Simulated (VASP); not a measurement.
# ScSi2 in VASP: single point with PBE

Aim: the single point of ScSi2 with PBE.

All numbers are computed with VASP 6.6.1; they aren't measurements. Logs are shortened: lines on timing, memory, paths and dates and some standing lists are left out, and cuts for length are marked.

## 1. The cell of the first run

The typed cell holds 3 atoms: a = 3.684 Å, b = 3.684 Å, c = 3.895 Å, α = 90.00°, β = 90.00°, γ = 60.00°.

## 2. Single point, PBE

File INCAR:

```
SYSTEM = ScSi2
PREC = Accurate ; ENCUT = 500
EDIFF = 1E-6 ; ISMEAR = -1
SIGMA = 0.129 ; LREAL = .FALSE.
LASPH = .TRUE. ; NELM = 120
ALGO = Normal ; ISIF = 2
LWAVE = .FALSE. ; LCHARG = .TRUE.
GGA = PE ; LELF = .TRUE.
LVHAR = .TRUE. ; NBANDS = 16
GGA_COMPAT = .FALSE.
```

File KPOINTS:

```
Automatic mesh
0
G
  11 11 9
  0 0 0
```

File POSCAR:

```
ScSi2
1.0
    1.8417860000      3.1900630000      0.0000000000
   -1.8417860000      3.1900630000      0.0000000000
    0.0000000000      0.0000000000      3.8949240000
Sc Si
1 2
Direct
    0.0000000000      0.0000000000      0.0000000000
    0.3333000000      0.3334000000      0.5000000000
    0.6666000000      0.6667000000      0.5000000000
```

Potentials or basis: VASP PAW PBE potentials, release 64 (Sc_sv, Si).

The run is started by

```sh
> cat potpaw_PBE.64/Sc_sv/POTCAR potpaw_PBE.64/Si/POTCAR > POTCAR
> mpirun -np 1 vasp_std > vasp.out
```

OUTCAR:

```text
SYSTEM = ScSi2
   PREC = Accurate
   ENCUT = 500
   EDIFF = 1E-6
   ISMEAR = -1
   LREAL = .FALSE.
   LASPH = .TRUE.
   NELM = 120
   ISIF = 2
   GGA = PE

 ion  position               nearest neighbor table
   1  0.000  0.000  0.000-   3 2.88   3 2.88   2 2.88   2 2.88   2 2.88   3 2.88   2 2.88   3 2.88
                             3 2.88   3 2.88   2 2.88   2 2.88
   2  0.333  0.333  0.500-   3 2.13   3 2.13   3 2.13   1 2.88   1 2.88   1 2.88   1 2.88   1 2.88
                             1 2.88
   3  0.667  0.667  0.500-   2 2.13   2 2.13   2 2.13   1 2.88   1 2.88   1 2.88   1 2.88   1 2.88
                             1 2.88

  LATTYP: Found a hexagonal cell.
 ALAT       =     3.6835685977
 C/A-ratio  =     1.0573778923

  Lattice vectors:

 A1 = (   1.8417860000,  -3.1900630000,   0.0000000000)
 A2 = (   1.8417860000,   3.1900630000,   0.0000000000)
 A3 = (   0.0000000000,   0.0000000000,   3.8949240000)

Analysis of symmetry for initial positions (statically):
=====================================================================
 Subroutine PRICEL returns:
 Original cell was already a primitive cell.

 Routine SETGRP: Setting up the symmetry group for a
 hexagonal supercell.

 Subroutine GETGRP returns: Found  4 space group operations
 (whereof  4 operations were pure point group operations)
 out of a pool of 24 trial point group operations.

The static configuration has the point symmetry C_2v.

Analysis of symmetry for dynamics (positions and initial velocities):
=====================================================================
 Subroutine PRICEL returns:
 Original cell was already a primitive cell.

 Routine SETGRP: Setting up the symmetry group for a
 hexagonal supercell.

 Subroutine GETGRP returns: Found  4 space group operations
 (whereof  4 operations were pure point group operations)
 out of a pool of 24 trial point group operations.

The dynamic configuration has the point symmetry C_2v.

 Subroutine INISYM returns: Found  4 space group operations
 (whereof  4 operations are pure point group operations),
 and found     1 'primitive' translations

----------------------------------------------------------------------------------------

                                     Primitive cell

  volume of cell :      45.7686

  direct lattice vectors                    reciprocal lattice vectors
     1.841786000  3.190063000  0.000000000     0.271475622  0.156736716  0.000000000
    -1.841786000  3.190063000  0.000000000    -0.271475622  0.156736716  0.000000000
     0.000000000  0.000000000  3.894924000     0.000000000  0.000000000  0.256744419

  length of vectors
     3.683568598  3.683568598  3.894924000     0.313473143  0.313473143  0.256744419

  position of ions in fractional coordinates (direct lattice)
     0.000000000  0.000000000  0.000000000
     0.333300000  0.333400000  0.500000000
     0.666600000  0.666700000  0.500000000

  ion indices of the primitive-cell ions
   primitive index   ion index
                 1           1
                 2           2
                 3           3

----------------------------------------------------------------------------------------

 KPOINTS: Automatic mesh

Automatic generation of k-mesh.
 Grid dimensions read from file:
 generate k-points for:   11   11    9

 Generating k-lattice:

  Cartesian coordinates                     Fractional coordinates (reciprocal lattice)
     0.024679602  0.014248792  0.000000000     0.090909091 -0.000000000  0.000000000
    -0.024679602  0.014248792  0.000000000    -0.000000000  0.090909091  0.000000000
     0.000000000  0.000000000  0.028527158     0.000000000  0.000000000  0.111111111

  Length of vectors
     0.028497558  0.028497558  0.028527158

  Shift w.r.t. Gamma in fractional coordinates (k-lattice)
     0.000000000  0.000000000  0.000000000

 Subroutine IBZKPT returns following result:
 ===========================================

 Found    180 irreducible k-points:

 Following reciprocal coordinates:
            Coordinates               Weight
  0.000000  0.000000  0.000000      1.000000
  0.090909  0.000000  0.000000      4.000000
  0.090909  0.090909  0.000000      2.000000
  0.181818  0.000000  0.000000      4.000000
  0.181818  0.181818  0.000000      2.000000
  0.272727  0.000000  0.000000      4.000000
[... 16 lines left out ...]
 -0.454545  0.090909  0.000000      4.000000
  0.454545 -0.454545  0.000000      2.000000
 [... further k-points ...]
   k-points           NKPTS =    180   k-points in BZ     NKDIM =    180   number of bands    NBANDS=     16
   number of dos      NEDOS =    301   number of ions     NIONS =      3
   total plane-waves  NPLWV =  21952
   dimension x,y,z NGX =    28 NGY =   28 NGZ =   28
   dimension x,y,z NGXF=    56 NGYF=   56 NGZF=   56
   ions per type =               1   2
   NGX,Y,Z   is equivalent  to a cutoff of  12.64, 12.64, 11.95 a.u.
   NGXF,Y,Z  is equivalent  to a cutoff of  25.27, 25.27, 23.90 a.u.
 SYSTEM =  ScSi2
   PREC   = accura    normal or accurate (medium, high low for compatibility)
   ISTART =      0    job   : 0-new  1-cont  2-samecut
   ICHARG =      2    charge: 1-file 2-atom 10-const
   ISPIN  =      1    spin polarized calculation?
   LNONCOLLINEAR =      F non collinear calculations
   LSORBIT =      F    spin-orbit coupling
   LASPH  =      T    aspherical Exc in radial PAW
   ENCUT  =  500.0 eV  36.75 Ry    6.06 a.u.   6.72  6.72  7.10*2*pi/ulx,y,z
   NELM   =    120;   NELMIN=  2; NELMDL= -5     # of ELM steps
   EDIFF  = 0.1E-05   stopping-criterion for ELM
   LREAL  =      F    real-space projection
   EDIFFG = 0.1E-04   stopping-criterion for IOM
   NSW    =      0    number of steps for IOM
   IBRION =     -1    ionic relax: 0-MD 1-quasi-New 2-CG
   NFREE  =      0    steps in history (QN), initial steepest desc. (CG)
   ISIF   =      2    stress and relaxation
   ISYM   =      2    0-nonsym 1-usesym 2-fastsym
   POTIM  = 0.5000    time-step for ionic-motion
   TEBEG  =    0.0;   TEEND  =   0.0 temperature during run
   PSTRESS=    0.0 pullay stress
   NELECT =      19.0000    total number of electrons
   NUPDOWN=      -1.0000    fix difference up-down
   EMIN   =  10.00;   EMAX   =-10.00  energy-range for DOS
   EFERMI =   0.00;   METHOD = LEGACY
   ISMEAR =    -1;   SIGMA  =   0.13  broadening in eV -4-tet -1-fermi 0-gaus
   EFERMI_NEDOS =   21; number of points for ismear=-14 and -15
   IALGO  =     38    algorithm
   IMIX   =      4    mixing-type and parameters
     AMIX     =   0.40;   BMIX     =  1.00
     AMIX_MAG =   1.60;   BMIX_MAG =  1.00
  volume/ion in A,a.u.               =      15.26       102.95
  Fermi-wavevector in a.u.,A,eV,Ry     =   1.221247  2.307822 20.292336  1.491445
  Thomas-Fermi vector in A             =   2.356436
   LORBIT       =      0    0 simple, 1 ext, 2 COOP (PROOUT), +10 PAW based schemes
   GGA     = PE    functional components
   LHFCALC =     F    Hartree Fock is set to
   AEXX    =    0.0000 exact exchange contribution
   IVDW    =     0    specifies the selected vdW correction
   LEPSILON=     F    determine dielectric tensor
   LRPA    =     F    only Hartree local field effects (RPA)
 non-spin polarized calculation
  energy-cutoff  :      500.00
  volume of cell :       45.77
 maximum number of plane-waves:      1178
   NGX = 13   NGY = 13   NGZ = 15

 number of electron      18.9999998 magnetization

 Free energy of the ion-electron system (eV)
  ---------------------------------------------------
  ext. energy  EPLUGINS =         0.00000000
  ---------------------------------------------------
  free energy    TOTEN  =       -17.51828712 eV

  energy without entropy =      -17.43468822  energy(sigma->0) =      -17.47648767

 E-fermi :   9.0342     XC(G=0): -11.1536

 val. band max:        9.0016583857   @ k =   0.2727   0.0909   0.3333
 cond. band min:       9.0742672059   @ k =   0.2727   0.3636   0.1111
 fundamental gap:      0.0726088202
 Fermi energy:         9.0342458951

 k-point     1 :       0.0000    0.0000    0.0000
  band No.  band energies     occupation
      1     -40.6166      2.00000
      2     -19.3066      2.00000
      3     -19.2495      2.00000
      4     -19.2495      2.00000
      5      -4.7193      2.00000
      6       5.4816      2.00000
[... 8 lines left out ...]
     15      11.6206      0.00000
     16      11.6210      0.00000

 k-point     2 :       0.0909    0.0000    0.0000
  band No.  band energies     occupation
      1     -40.6158      2.00000
      2     -19.3051      2.00000
      3     -19.2590      2.00000
      4     -19.2516      2.00000
      5      -4.6008      2.00000
      6       4.9479      2.00000
[... 8 lines left out ...]
     15      11.6957      0.00000
     16      11.9061      0.00000

 k-point     3 :       0.0909    0.0909    0.0000
  band No.  band energies     occupation
      1     -40.6158      2.00000
      2     -19.3051      2.00000
      3     -19.2589      2.00000
      4     -19.2516      2.00000
      5      -4.6008      2.00000
      6       4.9470      2.00000
[... 8 lines left out ...]
     15      11.6954      0.00000
     16      11.9063      0.00000

 k-point     4 :       0.1818    0.0000    0.0000
  band No.  band energies     occupation
      1     -40.6138      2.00000
      2     -19.3010      2.00000
      3     -19.2842      2.00000
      4     -19.2574      2.00000
      5      -4.2493      2.00000
      6       3.6149      2.00000
[... 8 lines left out ...]
     15      12.3154      0.00000
     16      12.7222      0.00000

 k-point     5 :       0.1818    0.1818    0.0000
  band No.  band energies     occupation
      1     -40.6138      2.00000
      2     -19.3010      2.00000
      3     -19.2842      2.00000
      4     -19.2574      2.00000
      5      -4.2492      2.00000
      6       3.6142      2.00000
[... 8 lines left out ...]
     15      12.3152      0.00000
     16      12.7220      0.00000

 k-point     6 :       0.2727    0.0000    0.0000
  band No.  band energies     occupation
      1     -40.6110      2.00000
      2     -19.3169      2.00000
      3     -19.2957      2.00000
      4     -19.2649      2.00000
      5      -3.6779      2.00000
      6       2.1547      2.00000
[... 8 lines left out ...]
     15      13.7542      0.00000
     16      13.7935      0.00000

 k-point     7 :       0.2727    0.2727    0.0000
  band No.  band energies     occupation
      1     -40.6110      2.00000
      2     -19.3169      2.00000
      3     -19.2957      2.00000
      4     -19.2649      2.00000
      5      -3.6779      2.00000
      6       2.1541      2.00000
[... 8 lines left out ...]
     15      13.7543      0.00000
     16      13.7934      0.00000

 k-point     8 :       0.3636    0.0000    0.0000
  band No.  band energies     occupation
      1     -40.6086      2.00000
      2     -19.3468      2.00000
      3     -19.2908      2.00000
      4     -19.2718      2.00000
      5      -2.9141      2.00000
      6       0.7585      2.00000
[... 8 lines left out ...]
     15      13.4448      0.00000
     16      14.0378      0.00000

 k-point     9 :       0.3636    0.3636    0.0000
  band No.  band energies     occupation
      1     -40.6086      2.00000
      2     -19.3467      2.00000
      3     -19.2908      2.00000
      4     -19.2718      2.00000
      5      -2.9140      2.00000
      6       0.7580      2.00000
[... 8 lines left out ...]
     15      13.4450      0.00000
     16      14.0380      0.00000
[... 172 lines left out ...]
 k-point    19 :      -0.0909    0.2727    0.0000
  band No.  band energies     occupation
      1     -40.6094      2.00000
      2     -19.3329      2.00000
      3     -19.2925      2.00000
      4     -19.2731      2.00000
      5      -3.2347      2.00000
      6       1.4458      2.00000
[... 8 lines left out ...]
     15      13.5916      0.00000
     16      13.7346      0.00000

 k-point    20 :       0.4545    0.0909    0.0000
  band No.  band energies     occupation
      1     -40.6075      2.00000
      2     -19.3553      2.00000
      3     -19.2886      2.00000
      4     -19.2799      2.00000
      5      -2.4033      2.00000
      6       0.1642      2.00000
[... 8 lines left out ...]
     15      13.1103      0.00000
     16      14.1765      0.00000

 k-point    21 :       0.3636    0.4545    0.0000
  band No.  band energies     occupation
      1     -40.6075      2.00000
      2     -19.3553      2.00000
      3     -19.2886      2.00000
      4     -19.2799      2.00000
      5      -2.4031      2.00000
      6       0.1636      2.00000
[... 8 lines left out ...]
     15      13.1105      0.00000
     16      14.1768      0.00000

 k-point    22 :      -0.0909    0.3636    0.0000
  band No.  band energies     occupation
      1     -40.6075      2.00000
      2     -19.3553      2.00000
      3     -19.2886      2.00000
      4     -19.2799      2.00000
      5      -2.4034      2.00000
      6       0.1644      2.00000
[... 8 lines left out ...]
     15      13.1104      0.00000
     16      14.1766      0.00000

 k-point    23 :      -0.4545    0.0909    0.0000
  band No.  band energies     occupation
      1     -40.6067      2.00000
      2     -19.3636      2.00000
      3     -19.2872      2.00000
      4     -19.2824      2.00000
      5      -1.7630      2.00000
      6      -0.6306      2.00000
[... 8 lines left out ...]
     15      12.2879      0.00000
     16      14.4765      0.00000

 k-point    24 :       0.4545   -0.4545    0.0000
  band No.  band energies     occupation
      1     -40.6067      2.00000
      2     -19.3636      2.00000
      3     -19.2872      2.00000
      4     -19.2824      2.00000
      5      -1.7623      2.00000
      6      -0.6317      2.00000
[... 8 lines left out ...]
     15      12.2882      0.00000
     16      14.4767      0.00000

 [... further k-points ...]
[... 5 lines left out ...]
  --------------------------------------------------------------------------------------
  -------------------------------------------------------------------------------------
  Total        9.3661573      9.3770986     -0.1520798      0.0000000      0.0000000      0.0000000
  in kB      327.8722169    328.2552313     -5.3237124      0.0000000      0.0000000      0.0000000
  external PRESSURE =     216.9345786 kB  Pullay stress =       0.0000000 kB

 VOLUME and BASIS-vectors are now :
 -----------------------------------------------------------------------------
  energy-cutoff  :      500.00
  volume of cell :       45.77
      direct lattice vectors                 reciprocal lattice vectors
     1.841786000  3.190063000  0.000000000     0.271475622  0.156736716  0.000000000
    -1.841786000  3.190063000  0.000000000    -0.271475622  0.156736716  0.000000000
     0.000000000  0.000000000  3.894924000     0.000000000  0.000000000  0.256744419

 POSITION                                       TOTAL-FORCE (eV/Angst)
 -----------------------------------------------------------------------------------
      0.00000      0.00000      0.00000        -0.000752      0.000000      0.000000
     -0.00018      2.12682      1.94746         0.000376     -0.005080      0.000000
     -0.00018      4.25331      1.94746         0.000376      0.005080      0.000000
 -----------------------------------------------------------------------------------
    total drift:                                0.000008     -0.000000      0.000000

  FREE ENERGIE OF THE ION-ELECTRON SYSTEM (eV)
  ---------------------------------------------------
  free  energy   TOTEN  =       -17.5182871175 eV

  energy  without entropy=      -17.4346882175  energy(sigma->0) =      -17.47648767
```

Wall time 2.1 min (1 thread of AMD EPYC 7R43 (Zen 3), shared host); peak memory 0.21 GiB.

Results:

```yaml
Free_energy: -17.5183 eV
Pressure: 21.7 GPa
Largest_force: 0.005 eV/Å
```

Forces on the atoms (eV/Å):
```
Sc  -0.001  0.000  0.000
Si   0.000 -0.005  0.000
Si   0.000  0.005  0.000
```
